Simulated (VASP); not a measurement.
# K (Im-3m) in VASP: a series of runs

The runs below take K through single point, relaxation of cell and atoms, with LDA.

All numbers are computed with VASP 6.6.1; they aren't measurements. Logs are shortened: lines on timing, memory, paths and dates and some standing lists are left out, and cuts for length are marked.

### 1 The cell of the first run

It takes space group Im-3m (No. 229, cubic). The conventional cell has a = 5.048 Å, b = 5.048 Å, c = 5.048 Å, α = 90.00°, β = 90.00°, γ = 90.00°. Within 5.7 Å of K (site symmetry m-3m) lie 14 K at 4.37 to 5.05 Å.

### 2 Single point, LDA

Input file INCAR:

```
SYSTEM = K
PREC = Accurate
ENCUT = 520
EDIFF = 1E-7
ISMEAR = -1
SIGMA = 0.08
LREAL = .FALSE.
LASPH = .TRUE.
NELM = 60
ALGO = Normal
ISIF = 2
LWAVE = .FALSE.
LCHARG = .TRUE.
LELF = .TRUE.
LVHAR = .TRUE.
NBANDS = 10
```

Input file KPOINTS:

```
regular mesh
0
G
  12 12 12
  0 0 0
```

Input file POSCAR:

```
K
1.0
   -2.5241918140      2.5241918140      2.5241918140
    2.5241918140     -2.5241918140      2.5241918140
    2.5241918140      2.5241918140     -2.5241918140
K
1
Direct
    0.0000000000      0.0000000000      0.0000000000
```

Potentials or basis: VASP PAW LDA potentials, release 64 (K_sv).

Launch:

```console
> cat potpaw_LDA.64/K_sv/POTCAR > POTCAR
> mpirun -np 1 vasp_std > vasp.out
```

OUTCAR:

```text
SYSTEM = K
   PREC = Accurate
   ENCUT = 520
   EDIFF = 1E-7
   ISMEAR = -1
   LREAL = .FALSE.
   LASPH = .TRUE.
   NELM = 60
   ISIF = 2

 ion  position               nearest neighbor table
   1  0.000  0.000  0.000-

  LATTYP: Found a body centered cubic cell.
 ALAT       =     5.0483836280

  Lattice vectors:

 A1 = (  -2.5241918140,   2.5241918140,   2.5241918140)
 A2 = (   2.5241918140,  -2.5241918140,   2.5241918140)
 A3 = (   2.5241918140,   2.5241918140,  -2.5241918140)

Analysis of symmetry for initial positions (statically):
=====================================================================
 Subroutine PRICEL returns:
 Original cell was already a primitive cell.

 Routine SETGRP: Setting up the symmetry group for a
 body centered cubic supercell.

 Subroutine GETGRP returns: Found 48 space group operations
 (whereof 48 operations were pure point group operations)
 out of a pool of 48 trial point group operations.

The static configuration has the point symmetry O_h .

Analysis of symmetry for dynamics (positions and initial velocities):
=====================================================================
 Subroutine PRICEL returns:
 Original cell was already a primitive cell.

 Routine SETGRP: Setting up the symmetry group for a
 body centered cubic supercell.

 Subroutine GETGRP returns: Found 48 space group operations
 (whereof 48 operations were pure point group operations)
 out of a pool of 48 trial point group operations.

The dynamic configuration has the point symmetry O_h .

 Subroutine INISYM returns: Found 48 space group operations
 (whereof 48 operations are pure point group operations),
 and found     1 'primitive' translations

----------------------------------------------------------------------------------------

                                     Primitive cell

  volume of cell :      64.3320

  direct lattice vectors                    reciprocal lattice vectors
    -2.524191814  2.524191814  2.524191814     0.000000000  0.198083203  0.198083203
     2.524191814 -2.524191814  2.524191814     0.198083203  0.000000000  0.198083203
     2.524191814  2.524191814 -2.524191814     0.198083203  0.198083203  0.000000000

  length of vectors
     4.372028470  4.372028470  4.372028470     0.280131952  0.280131952  0.280131952

  position of ions in fractional coordinates (direct lattice)
     0.000000000  0.000000000  0.000000000

  ion indices of the primitive-cell ions
   primitive index   ion index
                 1           1

----------------------------------------------------------------------------------------

 KPOINTS: regular mesh

Automatic generation of k-mesh.
 Grid dimensions read from file:
 generate k-points for:   12   12   12

 Generating k-lattice:

  Cartesian coordinates                     Fractional coordinates (reciprocal lattice)
     0.000000000  0.016506934  0.016506934     0.083333333  0.000000000  0.000000000
     0.016506934  0.000000000  0.016506934     0.000000000  0.083333333  0.000000000
     0.016506934  0.016506934  0.000000000     0.000000000  0.000000000  0.083333333

  Length of vectors
     0.023344329  0.023344329  0.023344329

  Shift w.r.t. Gamma in fractional coordinates (k-lattice)
     0.000000000  0.000000000  0.000000000

 Subroutine IBZKPT returns following result:
 ===========================================

 Found     72 irreducible k-points:

 Following reciprocal coordinates:
            Coordinates               Weight
  0.000000  0.000000  0.000000      1.000000
  0.083333  0.000000  0.000000     12.000000
  0.166667  0.000000  0.000000     12.000000
  0.250000  0.000000  0.000000     12.000000
  0.333333  0.000000  0.000000     12.000000
  0.416667  0.000000  0.000000     12.000000
[... 16 lines left out ...]
  0.333333  0.083333  0.083333     24.000000
  0.416667  0.083333  0.083333     12.000000
 [... further k-points ...]
   k-points           NKPTS =     72   k-points in BZ     NKDIM =     72   number of bands    NBANDS=     10
   number of dos      NEDOS =    301   number of ions     NIONS =      1
   total plane-waves  NPLWV =  46656
   dimension x,y,z NGX =    36 NGY =   36 NGZ =   36
   dimension x,y,z NGXF=    72 NGYF=   72 NGZF=   72
   ions per type =               1
   NGX,Y,Z   is equivalent  to a cutoff of  13.69, 13.69, 13.69 a.u.
   NGXF,Y,Z  is equivalent  to a cutoff of  27.38, 27.38, 27.38 a.u.
 SYSTEM =  K
   PREC   = accura    normal or accurate (medium, high low for compatibility)
   ISTART =      0    job   : 0-new  1-cont  2-samecut
   ICHARG =      2    charge: 1-file 2-atom 10-const
   ISPIN  =      1    spin polarized calculation?
   LNONCOLLINEAR =      F non collinear calculations
   LSORBIT =      F    spin-orbit coupling
   LASPH  =      T    aspherical Exc in radial PAW
   ENCUT  =  520.0 eV  38.22 Ry    6.18 a.u.   8.13  8.13  8.13*2*pi/ulx,y,z
   NELM   =     60;   NELMIN=  2; NELMDL= -5     # of ELM steps
   EDIFF  = 0.1E-06   stopping-criterion for ELM
   LREAL  =      F    real-space projection
   EDIFFG = 0.1E-05   stopping-criterion for IOM
   NSW    =      0    number of steps for IOM
   IBRION =     -1    ionic relax: 0-MD 1-quasi-New 2-CG
   NFREE  =      0    steps in history (QN), initial steepest desc. (CG)
   ISIF   =      2    stress and relaxation
   ISYM   =      2    0-nonsym 1-usesym 2-fastsym
   POTIM  = 0.5000    time-step for ionic-motion
   TEBEG  =    0.0;   TEEND  =   0.0 temperature during run
   PSTRESS=    0.0 pullay stress
   NELECT =       9.0000    total number of electrons
   NUPDOWN=      -1.0000    fix difference up-down
   EMIN   =  10.00;   EMAX   =-10.00  energy-range for DOS
   EFERMI =   0.00;   METHOD = LEGACY
   ISMEAR =    -1;   SIGMA  =   0.08  broadening in eV -4-tet -1-fermi 0-gaus
   EFERMI_NEDOS =   21; number of points for ismear=-14 and -15
   IALGO  =     38    algorithm
   IMIX   =      4    mixing-type and parameters
     AMIX     =   0.40;   BMIX     =  1.00
     AMIX_MAG =   1.60;   BMIX_MAG =  1.00
  volume/ion in A,a.u.               =      64.33       434.13
  Fermi-wavevector in a.u.,A,eV,Ry     =   0.849859  1.606000  9.826938  0.722260
  Thomas-Fermi vector in A             =   1.965745
   LORBIT       =      0    0 simple, 1 ext, 2 COOP (PROOUT), +10 PAW based schemes
   GGA     = CA    functional components
   LHFCALC =     F    Hartree Fock is set to
   AEXX    =    0.0000 exact exchange contribution
   IVDW    =     0    specifies the selected vdW correction
   LEPSILON=     F    determine dielectric tensor
   LRPA    =     F    only Hartree local field effects (RPA)
 non-spin polarized calculation
  energy-cutoff  :      520.00
  volume of cell :       64.33
 maximum number of plane-waves:      1754
 NGX is ok and might be reduce to    36
   NGX = 17   NGY = 17   NGZ = 17

 number of electron       9.0000001 magnetization

 Free energy of the ion-electron system (eV)
  ---------------------------------------------------
  ext. energy  EPLUGINS =         0.00000000
  ---------------------------------------------------
  free energy    TOTEN  =        -1.17227270 eV

  energy without entropy =       -1.15583951  energy(sigma->0) =       -1.16405611

 E-fermi :  -0.0113     XC(G=0):  -6.2252

 val. band max:       -0.0365025705   @ k =   0.2500   0.2500   0.0000
 cond. band min:       0.0282363518   @ k =   0.3333   0.1667  -0.0000
 fundamental gap:      0.0647389223
 Fermi energy:        -0.0112568348

 k-point     1 :       0.0000    0.0000    0.0000
  band No.  band energies     occupation
      1     -31.7489      2.00000
      2     -15.4160      2.00000
      3     -15.4160      2.00000
      4     -15.4160      2.00000
      5      -2.3682      2.00000
      6       4.2730      0.00000
      7       4.2730      0.00000
      8       4.2730      0.00000
      9       5.3008      0.00000
     10       5.3008      0.00000

 k-point     2 :       0.0833    0.0000    0.0000
  band No.  band energies     occupation
      1     -31.7483      2.00000
      2     -15.4237      2.00000
      3     -15.4185      2.00000
      4     -15.4160      2.00000
      5      -2.2710      2.00000
      6       4.1550      0.00000
      7       4.1592      0.00000
      8       4.3548      0.00000
      9       5.1414      0.00000
     10       5.2833      0.00000

 k-point     3 :       0.1667    0.0000    0.0000
  band No.  band energies     occupation
      1     -31.7468      2.00000
      2     -15.4447      2.00000
      3     -15.4253      2.00000
      4     -15.4160      2.00000
      5      -1.9850      2.00000
      6       3.6834      0.00000
      7       3.8889      0.00000
      8       4.5975      0.00000
      9       5.0349      0.00000
     10       5.2611      0.00000

 k-point     4 :       0.2500    0.0000    0.0000
  band No.  band energies     occupation
      1     -31.7447      2.00000
      2     -15.4730      2.00000
      3     -15.4346      2.00000
      4     -15.4160      2.00000
      5      -1.5265      2.00000
      6       2.9735      0.00000
      7       3.5844      0.00000
      8       4.9935      0.00000
      9       5.1043      0.00000
     10       5.2917      0.00000
[... 222 lines left out ...]
 k-point    22 :       0.2500    0.0833    0.0833
  band No.  band energies     occupation
      1     -31.7423      2.00000
      2     -15.5019      2.00000
      3     -15.4439      2.00000
      4     -15.4227      2.00000
      5      -0.7508      1.99981
      6       2.2407      0.00000
      7       2.9527      0.00000
      8       5.1758      0.00000
      9       5.4761      0.00000
     10       5.5788      0.00000

 k-point    23 :       0.3333    0.0833    0.0833
  band No.  band energies     occupation
      1     -31.7409      2.00000
      2     -15.5158      2.00000
      3     -15.4538      2.00000
      4     -15.4231      2.00000
      5      -0.0501      1.23808
      6       1.5147      0.00000
      7       2.8013      0.00000
      8       4.9880      0.00000
      9       5.7508      0.00000
     10       5.8059      0.00000

 k-point    24 :       0.4167    0.0833    0.0833
  band No.  band energies     occupation
      1     -31.7405      2.00000
      2     -15.5207      2.00000
      3     -15.4575      2.00000
      4     -15.4233      2.00000
      5       0.5822      0.00120
      6       0.8795      0.00003
      7       2.7503      0.00000
      8       4.8703      0.00000
      9       5.8507      0.00000
     10       5.9656      0.00000

 [... further k-points ...]

------------------------ aborting loop because EDIFF is reached ----------------------------------------

  FORCE on cell =-STRESS in cart. coord.  units (eV):
  Direction    XX          YY          ZZ          XY          YZ          ZX
  --------------------------------------------------------------------------------------
  -------------------------------------------------------------------------------------
  Total       -0.0095348     -0.0095348     -0.0095348      0.0000000      0.0000000      0.0000000
  in kB       -0.2374634     -0.2374634     -0.2374634      0.0000000      0.0000000      0.0000000
  external PRESSURE =      -0.2374634 kB  Pullay stress =       0.0000000 kB

 VOLUME and BASIS-vectors are now :
 -----------------------------------------------------------------------------
  energy-cutoff  :      520.00
  volume of cell :       64.33
      direct lattice vectors                 reciprocal lattice vectors
    -2.524191814  2.524191814  2.524191814     0.000000000  0.198083203  0.198083203
     2.524191814 -2.524191814  2.524191814     0.198083203  0.000000000  0.198083203
     2.524191814  2.524191814 -2.524191814     0.198083203  0.198083203  0.000000000

 POSITION                                       TOTAL-FORCE (eV/Angst)
 -----------------------------------------------------------------------------------
      0.00000      0.00000      0.00000        -0.000000      0.000000     -0.000000
 -----------------------------------------------------------------------------------
    total drift:                               -0.000000      0.000000      0.000000

  FREE ENERGIE OF THE ION-ELECTRON SYSTEM (eV)
  ---------------------------------------------------
  free  energy   TOTEN  =        -1.1722727016 eV

  energy  without entropy=       -1.1558395142  energy(sigma->0) =       -1.16405611
```

Wall time 75 s (1 thread of Intel Xeon 8259CL, shared host); peak memory 0.19 GiB.

Results:

* Free energy: -1.1723 eV
* Pressure: 0.0 GPa
* Band gap on the k mesh: zero (an odd number of electrons rules out a gap without spin polarisation)

Levels at points of the mesh, in eV from the Fermi level:
| k point | band 1 | band 2 | band 3 | band 4 | band 5 | band 6 | band 7 | band 8 |
| --- | --- | --- | --- | --- | --- | --- | --- | --- |
| (0.00, 0.00, 0.00) | -31.74 | -15.40 | -15.40 | -15.40 | -2.36 | 4.28 | 4.28 | 4.28 |
| (0.50, 0.00, 0.00) | -31.73 | -15.52 | -15.44 | -15.40 | 0.40 | 0.82 | 3.12 | 5.02 |
| (0.50, 0.50, 0.50) | -31.72 | -15.48 | -15.48 | -15.48 | 1.60 | 1.60 | 3.84 | 3.84 |

[end of part 1 of 2]
